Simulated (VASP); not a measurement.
# NiPt (R-3m) in VASP: single point with LDA

Aim: the single point of NiPt with LDA.

Everything below comes from runs of VASP 6.6.1. Logs are shortened: lines on timing, memory, paths and dates and some standing lists are left out, and cuts for length are marked.

**1. The cell of the first run**

It takes space group R-3m (No. 166, trigonal). The conventional cell has a = 2.707 Å, b = 2.707 Å, c = 12.689 Å, α = 90.00°, β = 90.00°, γ = 120.00°. Within 3.5 Å of Ni (site symmetry -3m) lie 6 Pt at 2.63 Å and 6 Ni at 2.71 Å. Within 3.5 Å of Pt (site symmetry -3m) lie 6 Ni at 2.63 Å and 6 Pt at 2.71 Å.

**2. Single point, LDA, collinear spin, ferromagnetic start**

Contents of INCAR:

```
  PREC = Accurate
  ENCUT = 520
  EDIFF = 1E-6
  ISMEAR = -1
  SIGMA = 0.1
  LREAL = False
  LASPH = True
  NELM = 150
  ALGO = Normal
  ISIF = 2
  LWAVE = False
  LCHARG = True
  ISPIN = 2
  MAGMOM = -0.7 -0.2
  LORBIT = 11
  LMAXMIX = 4
  LELF = True
  LVHAR = True
  NBANDS = 21
```

Contents of KPOINTS:

```
regular mesh
0
Gamma
  11 11 11
```

Contents of POSCAR:

```
NiPt
1.0
    1.3535998424      0.7815012334      4.2296453483
   -1.3535998424      0.7815012334      4.2296453483
    0.0000000000     -1.5630024668      4.2296453483
Ni Pt
1 1
Direct
    0.0000000000      0.0000000000      0.0000000000
    0.5000000000      0.5000000000      0.5000000000
```

Potentials or basis: VASP PAW LDA potentials, release 64 (Ni, Pt).

Launch:

```sh
> cat potpaw_LDA.64/Ni/POTCAR potpaw_LDA.64/Pt/POTCAR > POTCAR
> mpirun -np 1 vasp_std > vasp.out
```

OUTCAR:

```text
PREC = Accurate
   ENCUT = 520
   EDIFF = 1E-6
   ISMEAR = -1
   LREAL = False
   LASPH = True
   NELM = 150
   ISIF = 2
   ISPIN = 2
   LORBIT = 11

 ion  position               nearest neighbor table
   1  0.000  0.000  0.000-   2 2.63   2 2.63   2 2.63   2 2.63   2 2.63   2 2.63
   2  0.500  0.500  0.500-   1 2.63   1 2.63   1 2.63   1 2.63   1 2.63   1 2.63

  LATTYP: Found a trigonal (rhomboedric) cell.
 ALAT       =     4.5091990956
 COS(alpha) =     0.8197763573

  Lattice vectors:

 A1 = (   1.3535998424,   0.7815012334,   4.2296453483)
 A2 = (  -1.3535998424,   0.7815012334,   4.2296453483)
 A3 = (   0.0000000000,  -1.5630024668,   4.2296453483)

Analysis of symmetry for initial positions (statically):
=====================================================================
 Subroutine PRICEL returns:
 Original cell was already a primitive cell.

 Routine SETGRP: Setting up the symmetry group for a
 trigonal (rhombohedral) supercell.

 Subroutine GETGRP returns: Found 12 space group operations
 (whereof 12 operations were pure point group operations)
 out of a pool of 12 trial point group operations.

The static configuration has the point symmetry D_3d.

Analysis of symmetry for dynamics (positions and initial velocities):
=====================================================================
 Subroutine PRICEL returns:
 Original cell was already a primitive cell.

 Routine SETGRP: Setting up the symmetry group for a
 trigonal (rhombohedral) supercell.

 Subroutine GETGRP returns: Found 12 space group operations
 (whereof 12 operations were pure point group operations)
 out of a pool of 12 trial point group operations.

The dynamic configuration has the point symmetry D_3d.

Analysis of structural, dynamic, and magnetic symmetry:
=====================================================================
 Subroutine PRICEL returns:
 Original cell was already a primitive cell.

 Routine SETGRP: Setting up the symmetry group for a
 trigonal (rhombohedral) supercell.

 Subroutine GETGRP returns: Found 12 space group operations
 (whereof 12 operations were pure point group operations)
 out of a pool of 12 trial point group operations.

The overall configuration has the point symmetry D_3d.

 Subroutine INISYM returns: Found 12 space group operations
 (whereof 12 operations are pure point group operations),
 and found     1 'primitive' translations

----------------------------------------------------------------------------------------

                                     Primitive cell

  volume of cell :      26.8457

  direct lattice vectors                    reciprocal lattice vectors
     1.353599842  0.781501233  4.229645348     0.369385386  0.213264752  0.078808814
    -1.353599842  0.781501233  4.229645348    -0.369385386  0.213264752  0.078808814
     0.000000000 -1.563002467  4.229645348     0.000000000 -0.426529504  0.078808814

  length of vectors
     4.509199096  4.509199096  4.509199096     0.433749060  0.433749060  0.433749060

  position of ions in fractional coordinates (direct lattice)
     0.000000000  0.000000000  0.000000000
     0.500000000  0.500000000  0.500000000

  ion indices of the primitive-cell ions
   primitive index   ion index
                 1           1
                 2           2

----------------------------------------------------------------------------------------

 KPOINTS: regular mesh

Automatic generation of k-mesh.
 Grid dimensions read from file:
 generate k-points for:   11   11   11

 Generating k-lattice:

  Cartesian coordinates                     Fractional coordinates (reciprocal lattice)
     0.033580490  0.019387705  0.007164438     0.090909091 -0.000000000  0.000000000
    -0.033580490  0.019387705  0.007164438    -0.000000000  0.090909091  0.000000000
     0.000000000 -0.038775409  0.007164438     0.000000000  0.000000000  0.090909091

  Length of vectors
     0.039431733  0.039431733  0.039431733

  Shift w.r.t. Gamma in fractional coordinates (k-lattice)
     0.000000000  0.000000000  0.000000000

 Subroutine IBZKPT returns following result:
 ===========================================

 Found    146 irreducible k-points:

 Following reciprocal coordinates:
            Coordinates               Weight
  0.000000  0.000000  0.000000      1.000000
  0.090909 -0.000000  0.000000      6.000000
  0.181818 -0.000000  0.000000      6.000000
  0.272727  0.000000 -0.000000      6.000000
  0.363636 -0.000000 -0.000000      6.000000
  0.454545 -0.000000  0.000000      6.000000
[... 16 lines left out ...]
 -0.272727  0.181818  0.000000     12.000000
 -0.181818  0.181818  0.000000      6.000000
 [... further k-points ...]
   k-points           NKPTS =    146   k-points in BZ     NKDIM =    146   number of bands    NBANDS=     21
   number of dos      NEDOS =    301   number of ions     NIONS =      2
   total plane-waves  NPLWV =  46656
   dimension x,y,z NGX =    36 NGY =   36 NGZ =   36
   dimension x,y,z NGXF=    72 NGYF=   72 NGZF=   72
   ions per type =               1   1
   NGX,Y,Z   is equivalent  to a cutoff of  13.27, 13.27, 13.27 a.u.
   NGXF,Y,Z  is equivalent  to a cutoff of  26.55, 26.55, 26.55 a.u.
 SYSTEM =  unknown system
   PREC   = accura    normal or accurate (medium, high low for compatibility)
   ISTART =      0    job   : 0-new  1-cont  2-samecut
   ICHARG =      2    charge: 1-file 2-atom 10-const
   ISPIN  =      2    spin polarized calculation?
   LNONCOLLINEAR =      F non collinear calculations
   LSORBIT =      F    spin-orbit coupling
   LASPH  =      T    aspherical Exc in radial PAW
   ENCUT  =  520.0 eV  38.22 Ry    6.18 a.u.   8.38  8.38  8.38*2*pi/ulx,y,z
   NELM   =    150;   NELMIN=  2; NELMDL= -5     # of ELM steps
   EDIFF  = 0.1E-05   stopping-criterion for ELM
   LREAL  =      F    real-space projection
   EDIFFG = 0.1E-04   stopping-criterion for IOM
   NSW    =      0    number of steps for IOM
   IBRION =     -1    ionic relax: 0-MD 1-quasi-New 2-CG
   NFREE  =      0    steps in history (QN), initial steepest desc. (CG)
   ISIF   =      2    stress and relaxation
   ISYM   =      2    0-nonsym 1-usesym 2-fastsym
   POTIM  = 0.5000    time-step for ionic-motion
   TEBEG  =    0.0;   TEEND  =   0.0 temperature during run
   PSTRESS=    0.0 pullay stress
   NELECT =      20.0000    total number of electrons
   NUPDOWN=      -1.0000    fix difference up-down
   EMIN   =  10.00;   EMAX   =-10.00  energy-range for DOS
   EFERMI =   0.00;   METHOD = LEGACY
   ISMEAR =    -1;   SIGMA  =   0.10  broadening in eV -4-tet -1-fermi 0-gaus
   EFERMI_NEDOS =   21; number of points for ismear=-14 and -15
   IALGO  =     38    algorithm
   IMIX   =      4    mixing-type and parameters
     AMIX     =   0.40;   BMIX     =  1.00
     AMIX_MAG =   1.60;   BMIX_MAG =  1.00
  volume/ion in A,a.u.               =      13.42        90.58
  Fermi-wavevector in a.u.,A,eV,Ry     =   1.484088  2.804520 29.967082  2.202518
  Thomas-Fermi vector in A             =   2.597669
   LORBIT       =     11    0 simple, 1 ext, 2 COOP (PROOUT), +10 PAW based schemes
   GGA     = CA    functional components
   LHFCALC =     F    Hartree Fock is set to
   AEXX    =    0.0000 exact exchange contribution
   IVDW    =     0    specifies the selected vdW correction
   LEPSILON=     F    determine dielectric tensor
   LRPA    =     F    only Hartree local field effects (RPA)
 spin polarized calculation
  energy-cutoff  :      520.00
  volume of cell :       26.85
 maximum number of plane-waves:       735
 NGX is ok and might be reduce to    36
   NGX = 17   NGY = 17   NGZ = 17

 number of electron      19.9999997 magnetization      -0.8654221

 Free energy of the ion-electron system (eV)
  ---------------------------------------------------
  ext. energy  EPLUGINS =         0.00000000
  ---------------------------------------------------
  free energy    TOTEN  =       -14.13951765 eV

  energy without entropy =      -14.03136515  energy(sigma->0) =      -14.08544140

 E-fermi :   9.7846     XC(G=0): -13.4371

 val. band max:        9.7844444106   @ k =  -0.4545   0.1818  -0.0000
 cond. band min:       9.7883951488   @ k =  -0.2727   0.3636   0.1818
 fundamental gap:      0.0039507382
 Fermi energy:         9.7846154098

 spin component 1

 k-point     1 :       0.0000    0.0000    0.0000
  band No.  band energies     occupation
      1       0.1450      1.00000
      2       3.5733      1.00000
      3       6.0467      1.00000
      4       6.0467      1.00000
      5       7.6373      1.00000
      6       7.6373      1.00000
[... 13 lines left out ...]
     20      34.4082      0.00000
     21      35.1084      0.00000
[... 529 lines left out ...]
 k-point    24 :      -0.1818    0.1818    0.0000
  band No.  band energies     occupation
      1       3.1694      1.00000
      2       4.8925      1.00000
      3       5.3247      1.00000
      4       5.3873      1.00000
      5       7.0581      1.00000
      6       7.9389      1.00000
[... 13 lines left out ...]
     20      33.4305      0.00000
     21      35.2886      0.00000

 [... further k-points ...]

 spin component 2

 k-point     1 :       0.0000    0.0000    0.0000
  band No.  band energies     occupation
      1       0.1016      1.00000
      2       3.4560      1.00000
      3       5.9138      1.00000
      4       5.9138      1.00000
      5       7.2348      1.00000
      6       7.2348      1.00000
[... 13 lines left out ...]
     20      34.3995      0.00000
     21      34.9834      0.00000
[... 529 lines left out ...]
 k-point    24 :      -0.1818    0.1818    0.0000
  band No.  band energies     occupation
      1       3.1111      1.00000
      2       4.7880      1.00000
      3       5.2086      1.00000
      4       5.2477      1.00000
      5       6.8059      1.00000
      6       7.3380      1.00000
[... 13 lines left out ...]
     20      33.3893      0.00000
     21      35.1913      0.00000

 [... further k-points ...]

------------------------ aborting loop because EDIFF is reached ----------------------------------------

  FORCE on cell =-STRESS in cart. coord.  units (eV):
  Direction    XX          YY          ZZ          XY          YZ          ZX
  --------------------------------------------------------------------------------------
  -------------------------------------------------------------------------------------
  Total       -2.0850349     -2.0850349     -2.2218356      0.0000000      0.0000000      0.0000000
  in kB     -124.4367715   -124.4367715   -132.6011657      0.0000000      0.0000000      0.0000000
  external PRESSURE =    -127.1582363 kB  Pullay stress =       0.0000000 kB

 VOLUME and BASIS-vectors are now :
 -----------------------------------------------------------------------------
  energy-cutoff  :      520.00
  volume of cell :       26.85
      direct lattice vectors                 reciprocal lattice vectors
     1.353599842  0.781501233  4.229645348     0.369385386  0.213264752  0.078808814
    -1.353599842  0.781501233  4.229645348    -0.369385386  0.213264752  0.078808814
     0.000000000 -1.563002467  4.229645348     0.000000000 -0.426529504  0.078808814

 POSITION                                       TOTAL-FORCE (eV/Angst)
 -----------------------------------------------------------------------------------
      0.00000      0.00000      0.00000         0.000000      0.000000     -0.000000
      0.00000      0.00000      6.34447        -0.000000     -0.000000      0.000000
 -----------------------------------------------------------------------------------
    total drift:                                0.000000      0.000000      0.000000

  FREE ENERGIE OF THE ION-ELECTRON SYSTEM (eV)
  ---------------------------------------------------
  free  energy   TOTEN  =       -14.1395176536 eV

  energy  without entropy=      -14.0313651512  energy(sigma->0) =      -14.08544140

 total charge

# of ion       s       p       d       tot
------------------------------------------
    1        0.427   0.419   8.324   9.171
    2        0.700   0.659   8.035   9.393
--------------------------------------------------
tot          1.127   1.078  16.360  18.564

 magnetization (x)

# of ion       s       p       d       tot
------------------------------------------
    1        0.003   0.008  -0.690  -0.680
    2        0.001   0.011  -0.204  -0.191
--------------------------------------------------
tot          0.004   0.019  -0.894  -0.871
```

Run time: 4 min. Hardware: 1 thread of Intel Xeon Platinum 8488C (Sapphire Rapids), shared host; peak memory 0.29 GiB.

What came out:

```
Free energy                                           : -14.1395 eV
Pressure                                              : -12.7 GPa
Net moment                                            : -0.87 μB per cell
Site moments                                          : Ni -0.68; Pt -0.19 μB
Valence electrons inside the program's atomic spheres : Ni 9.17; Pt 9.39
```

Levels at points of the mesh, in eV from the Fermi level:
Spin up:
| k point | band 8 | band 9 | band 10 | band 11 | band 12 | band 13 |
| --- | --- | --- | --- | --- | --- | --- |
| (0.00, 0.00, 0.00) | -0.71 | -0.71 | 0.10 | 0.27 | 0.27 | 6.60 |
Spin down:
```tsv
k point	band 8	band 9	band 10	band 11	band 12	band 13	band 14	band 15
(0.00, 0.00, 0.00)	-1.23	-1.23	-0.20	-0.20	0.07	6.38	15.36	18.63
```

Caveat: spin-orbit coupling is left out, which moves the levels of the heavy elements.
